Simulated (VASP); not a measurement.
# Ru (Fd-3m) in VASP: a series of runs

The runs below take Ru through single point, relaxation of cell and atoms, with PBE.

All numbers are computed with VASP 6.6.1; they aren't measurements. Logs are shortened: lines on timing, memory, paths and dates and some standing lists are left out, and cuts for length are marked.

## (1) The cell of the first run

Symmetry: Fd-3m, No. 227, cubic system. Conventional cell: a = 5.454 Å, b = 5.454 Å, c = 5.454 Å, α = 90.00°, β = 90.00°, γ = 90.00°. Ru (site symmetry -43m) has 4 Ru at 2.36 Å within 3.1 Å.

## (2) Single point, PBE

INCAR

```
SYSTEM = Ru
ALGO     = Normal         ! electronic algorithm
EDIFF    = 1E-6           ! SCF threshold, eV
ENCUT    = 520            ! plane-wave cutoff, eV
GGA      = PE             ! functional
ISIF     = 2              ! what is computed and relaxed
ISMEAR   = -1             ! smearing method
LASPH    = .True.         ! aspherical terms in the spheres
LCHARG   = .True.         ! write CHGCAR
LELF     = .True.         ! ELF
LREAL    = .False.        ! projectors in reciprocal space
LVHAR    = .True.       
LWAVE    = .False.        ! write WAVECAR
NBANDS   = 21             ! bands
NELM     = 60             ! most SCF steps
PREC     = Accurate       ! precision mode
SIGMA    = 0.05           ! smearing width, eV
```

KPOINTS

```
k-points
0
Gamma
  14 14 14
  0 0 0
```

POSCAR

```
Ru
1.0
    0.0000000000      2.7272270945      2.7272270945
    2.7272270945      0.0000000000      2.7272270945
    2.7272270945      2.7272270945      0.0000000000
Ru
2
Direct
   -0.1250000000     -0.1250000000     -0.1250000000
    0.1250000000      0.1250000000      0.1250000000
```

Potentials or basis: VASP PAW PBE potentials, release 64 (Ru_pv).

Run with:

```bash
cat potpaw_PBE.64/Ru_pv/POTCAR > POTCAR
mpirun -np 1 vasp_std > vasp.out
```

OUTCAR:

```text
SYSTEM = Ru
   EDIFF = 1E-6
   ENCUT = 520
   GGA = PE
   ISIF = 2
   ISMEAR = -1
   LASPH = .True.
   LREAL = .False.
   NELM = 60
   PREC = Accurate

 ion  position               nearest neighbor table
   1  0.875  0.875  0.875-   2 2.36   2 2.36   2 2.36   2 2.36
   2  0.125  0.125  0.125-   1 2.36   1 2.36   1 2.36   1 2.36

  LATTYP: Found a face centered cubic cell.
 ALAT       =     5.4544541890

  Lattice vectors:

 A1 = (   0.0000000000,   2.7272270945,   2.7272270945)
 A2 = (   2.7272270945,   0.0000000000,   2.7272270945)
 A3 = (   2.7272270945,   2.7272270945,   0.0000000000)

Analysis of symmetry for initial positions (statically):
=====================================================================
 Subroutine PRICEL returns:
 Original cell was already a primitive cell.

 Routine SETGRP: Setting up the symmetry group for a
 face centered cubic supercell.

 Subroutine GETGRP returns: Found 48 space group operations
 (whereof 12 operations were pure point group operations)
 out of a pool of 48 trial point group operations.

The static configuration has the point symmetry D_3d.
 The point group associated with its full space group is O_h .

Analysis of symmetry for dynamics (positions and initial velocities):
=====================================================================
 Subroutine PRICEL returns:
 Original cell was already a primitive cell.

 Routine SETGRP: Setting up the symmetry group for a
 face centered cubic supercell.

 Subroutine GETGRP returns: Found 48 space group operations
 (whereof 12 operations were pure point group operations)
 out of a pool of 48 trial point group operations.

The dynamic configuration has the point symmetry D_3d.
 The point group associated with its full space group is O_h .

 Subroutine INISYM returns: Found 48 space group operations
 (whereof 12 operations are pure point group operations),
 and found     1 'primitive' translations

----------------------------------------------------------------------------------------

                                     Primitive cell

  volume of cell :      40.5690

  direct lattice vectors                    reciprocal lattice vectors
     0.000000000  2.727227094  2.727227094    -0.183336401  0.183336401  0.183336401
     2.727227094  0.000000000  2.727227094     0.183336401 -0.183336401  0.183336401
     2.727227094  2.727227094  0.000000000     0.183336401  0.183336401 -0.183336401

  length of vectors
     3.856881545  3.856881545  3.856881545     0.317547961  0.317547961  0.317547961

[... 73 lines left out ...]
   ICHARG =      2    charge: 1-file 2-atom 10-const
   ISPIN  =      1    spin polarized calculation?
   LNONCOLLINEAR =      F non collinear calculations
   LSORBIT =      F    spin-orbit coupling
   LASPH  =      T    aspherical Exc in radial PAW
   ENCUT  =  520.0 eV  38.22 Ry    6.18 a.u.   7.17  7.17  7.17*2*pi/ulx,y,z
   NELM   =     60;   NELMIN=  2; NELMDL= -5     # of ELM steps
   EDIFF  = 0.1E-05   stopping-criterion for ELM
   LREAL  =      F    real-space projection
   EDIFFG = 0.1E-04   stopping-criterion for IOM
   NSW    =      0    number of steps for IOM
   IBRION =     -1    ionic relax: 0-MD 1-quasi-New 2-CG
   NFREE  =      0    steps in history (QN), initial steepest desc. (CG)
   ISIF   =      2    stress and relaxation
   ISYM   =      2    0-nonsym 1-usesym 2-fastsym
   POTIM  = 0.5000    time-step for ionic-motion
   TEBEG  =    0.0;   TEEND  =   0.0 temperature during run
   PSTRESS=    0.0 pullay stress
   NELECT =      28.0000    total number of electrons
   NUPDOWN=      -1.0000    fix difference up-down
   EMIN   =  10.00;   EMAX   =-10.00  energy-range for DOS
   EFERMI =   0.00;   METHOD = LEGACY
   ISMEAR =    -1;   SIGMA  =   0.05  broadening in eV -4-tet -1-fermi 0-gaus
   EFERMI_NEDOS =   21; number of points for ismear=-14 and -15
   IALGO  =     38    algorithm
   IMIX   =      4    mixing-type and parameters
     AMIX     =   0.40;   BMIX     =  1.00
     AMIX_MAG =   1.60;   BMIX_MAG =  1.00
  volume/ion in A,a.u.               =      20.28       136.89
  Fermi-wavevector in a.u.,A,eV,Ry     =   1.446759  2.733978 28.478514  2.093112
  Thomas-Fermi vector in A             =   2.564791
   LORBIT       =      0    0 simple, 1 ext, 2 COOP (PROOUT), +10 PAW based schemes
   GGA     = PE    functional components
   LHFCALC =     F    Hartree Fock is set to
   AEXX    =    0.0000 exact exchange contribution
   IVDW    =     0    specifies the selected vdW correction
   LEPSILON=     F    determine dielectric tensor
   LRPA    =     F    only Hartree local field effects (RPA)
 non-spin polarized calculation
  energy-cutoff  :      520.00
  volume of cell :       40.57
 maximum number of plane-waves:      1110
 NGX is ok and might be reduce to    30
   NGX = 15   NGY = 15   NGZ = 15

 number of electron      28.0000006 magnetization

 Free energy of the ion-electron system (eV)
  ---------------------------------------------------
  ext. energy  EPLUGINS =         0.00000000
  ---------------------------------------------------
  free energy    TOTEN  =       -16.09933252 eV

  energy without entropy =      -16.08430355  energy(sigma->0) =      -16.09181803

 E-fermi :   7.0113     XC(G=0): -11.3351

 val. band max:        6.9806396574   @ k =  -0.4286   0.0714   0.0000
 cond. band min:       7.0221533701   @ k =   0.2857   0.1429   0.0000
 fundamental gap:      0.0415137127
 Fermi energy:         7.0113009079

 k-point     1 :       0.0000    0.0000    0.0000
  band No.  band energies     occupation
      1     -36.1122      2.00000
      2     -36.1122      2.00000
      3     -36.1122      2.00000
      4     -35.2382      2.00000
      5     -35.2382      2.00000
      6     -35.2382      2.00000
[... 565 lines left out ...]
     20      17.4618      0.00000
     21      17.9355      0.00000

 [... further k-points ...]
[... 5 lines left out ...]
  --------------------------------------------------------------------------------------
  -------------------------------------------------------------------------------------
  Total        0.0630835      0.0630835      0.0630835     -0.0000000      0.0000000      0.0000000
  in kB        2.4913376      2.4913376      2.4913376     -0.0000000      0.0000000      0.0000000
  external PRESSURE =       2.4913376 kB  Pullay stress =       0.0000000 kB

 VOLUME and BASIS-vectors are now :
 -----------------------------------------------------------------------------
  energy-cutoff  :      520.00
  volume of cell :       40.57
      direct lattice vectors                 reciprocal lattice vectors
     0.000000000  2.727227094  2.727227094    -0.183336401  0.183336401  0.183336401
     2.727227094  0.000000000  2.727227094     0.183336401 -0.183336401  0.183336401
     2.727227094  2.727227094  0.000000000     0.183336401  0.183336401 -0.183336401

 POSITION                                       TOTAL-FORCE (eV/Angst)
 -----------------------------------------------------------------------------------
      4.77265      4.77265      4.77265        -0.000000     -0.000000      0.000000
      0.68181      0.68181      0.68181         0.000000      0.000000     -0.000000
 -----------------------------------------------------------------------------------
    total drift:                               -0.000000      0.000000      0.000000

  FREE ENERGIE OF THE ION-ELECTRON SYSTEM (eV)
  ---------------------------------------------------
  free  energy   TOTEN  =       -16.0993325189 eV

  energy  without entropy=      -16.0843035492  energy(sigma->0) =      -16.09181803
```

OSZICAR:

```text
N       E                     dE             d eps       ncg     rms          rms(c)
DAV:   1     0.280227792827E+03    0.28023E+03   -0.17432E+04  4368   0.138E+03
DAV:   2    -0.113417955675E+02   -0.29157E+03   -0.28191E+03  4658   0.417E+02
DAV:   3    -0.165928956764E+02   -0.52511E+01   -0.52172E+01  4858   0.636E+01
DAV:   4    -0.166398919657E+02   -0.46996E-01   -0.46982E-01  5998   0.541E+00
DAV:   5    -0.166402213011E+02   -0.32934E-03   -0.32932E-03  5059   0.418E-01    0.116E+01
DAV:   6    -0.161349429638E+02    0.50528E+00   -0.15077E+00  4518   0.110E+01    0.389E+00
DAV:   7    -0.161065805032E+02    0.28362E-01   -0.49626E-02  5348   0.194E+00    0.161E+00
DAV:   8    -0.160992548461E+02    0.73257E-02   -0.12408E-02  4528   0.932E-01    0.108E-01
DAV:   9    -0.160992888430E+02   -0.33997E-04   -0.27129E-04  5305   0.160E-01    0.487E-02
DAV:  10    -0.160993329061E+02   -0.44063E-04   -0.32179E-05  4881   0.459E-02    0.347E-03
DAV:  11    -0.160993325189E+02    0.38716E-06   -0.85675E-07  4056   0.716E-03
   1 F= -.16099333E+02 E0= -.16091818E+02  d E =-.150290E-01
```

stdout:

```text
POSCAR found type information on POSCAR Ru
 POSCAR found :  1 types and       2 ions
 scaLAPACK will be used
 LDA part: xc-table for (Slater+PW92), standard interpolation
 POSCAR, INCAR and KPOINTS ok, starting setup
 FFT: planning ... GRIDC
 FFT: planning ... GRID_SOFT
 FFT: planning ... GRID
 WAVECAR not read
 entering main loop
```

It took 44 s on 1 thread of AMD EPYC 9R45 (Zen 5), shared host; peak memory 0.18 GiB.

What came out:

| Item | Value |
| --- | --- |
| Free energy | -16.0993 eV |
| Pressure | 0.2 GPa |
| Band gap on the k mesh | zero (band 14 reaches 7.44 eV, above the bottom of band 15 at 6.52 eV) |

Levels at points of the mesh, in eV from the Fermi level:
```tsv
k point	band 11	band 12	band 13	band 14	band 15	band 16	band 17	band 18
(0.00, 0.00, 0.00)	-3.18	-3.18	-0.45	-0.45	-0.45	1.85	1.85	10.92
(0.50, 0.00, 0.00)	-3.42	-3.17	-0.36	0.23	0.23	1.41	1.41	3.06
(0.50, 0.50, 0.00)	-1.37	-1.37	-1.24	-1.24	1.69	1.69	3.37	3.37
```

## (3) Relaxation of cell and atoms, PBE

This run uses another cell than the first one, of 17.21 Å³/atom, 0.848 times its volume.

INCAR

```
SYSTEM = Ru
  PREC = Accurate
  ENCUT = 600
  EDIFF = 1E-6
  ISMEAR = -1
  SIGMA = 0.05
  LREAL = .FALSE.
  LASPH = .TRUE.
  NELM = 60
  ALGO = Normal
  ISIF = 3
  LWAVE = .FALSE.
  LCHARG = .FALSE.
  GGA = PE
  IBRION = 2
  NSW = 60
  EDIFFG = -0.005
```

KPOINTS

```
Automatic mesh
0
G
  14 14 14
  0 0 0
```

POSCAR

```
Ru
1.0
    0.0000000000      2.5818259214      2.5818259214
    2.5818259214      0.0000000000      2.5818259214
    2.5818259214      2.5818259214      0.0000000000
Ru
2
Direct
   -0.1250000000     -0.1250000000     -0.1250000000
    0.1250000000      0.1250000000      0.1250000000
```

Potentials or basis: VASP PAW PBE potentials, release 64 (Ru_pv).

Run with:

```bash
cat potpaw_PBE.64/Ru_pv/POTCAR > POTCAR
mpirun -np 1 vasp_std > vasp.out
```

Run time: 2.4 min. Hardware: 1 thread of AMD EPYC 9R45 (Zen 5), shared host; peak memory 0.19 GiB.

The run converged. Its results:

| Quantity | Value |
| --- | --- |
| Free energy | -16.0945 eV |
| Relaxed volume | 20.32 Å³/atom |
| Relaxed cell | a = 3.859 Å, b = 3.859 Å, c = 3.859 Å, α = 60.00°, β = 60.00°, γ = 60.00° |
| Space group after relaxing (to 0.05 Å) | Fd-3m (No. 227) |
| Energy gained by relaxing | 332.7 meV/atom |
| Ionic steps | 5 |
| Pressure after relaxing | 0.0 GPa |
| Band gap on the k mesh | zero (band 14 reaches 7.41 eV, above the bottom of band 15 at 6.50 eV) |

Step by step:
| step | energy change (eV) | largest force (eV/Å) | pressure (GPa) | volume (Å³) |
| --- | --- | --- | --- | --- |
| 1 | 0.0000 | 0.0000 | 40.25 | 34.42 |
| 2 | 1.6504 | 0.0000 | -24.72 | 60.76 |
| 3 | -0.6520 | 0.0000 | -3.96 | 41.69 |
| 4 | -0.6648 | 0.0000 | -0.91 | 40.87 |
| 5 | -0.6655 | 0.0000 | -0.03 | 40.64 |

Final structure:
```yaml
crystal:
  lattice:
    - [0.00000, 2.72885, 2.72885]
    - [2.72885, 0.00000, 2.72885]
    - [2.72885, 2.72885, 0.00000]
  atoms:
    - { symbol: Ru, position: [0.87500, 0.87500, 0.87500] }
    - { symbol: Ru, position: [0.12500, 0.12500, 0.12500] }
```

Levels at points of the mesh, in eV from the Fermi level:
| k point | band 10 | band 11 | band 12 | band 13 | band 14 | band 15 | band 16 | band 17 | band 18 |
| --- | --- | --- | --- | --- | --- | --- | --- | --- | --- |
| (0.00, 0.00, 0.00) | -3.17 | -3.17 | -3.17 | -0.45 | -0.45 | -0.45 | 1.85 | 1.85 | 10.93 |
| (0.50, 0.00, 0.00) | -3.41 | -3.41 | -3.17 | -0.35 | 0.23 | 0.23 | 1.40 | 1.40 | 3.06 |
| (0.50, 0.50, 0.00) | -3.38 | -1.37 | -1.37 | -1.24 | -1.24 | 1.69 | 1.69 | 3.37 | 3.37 |

Caveat: the volume moved by over 15 % at a fixed basis, so the end points are rough.
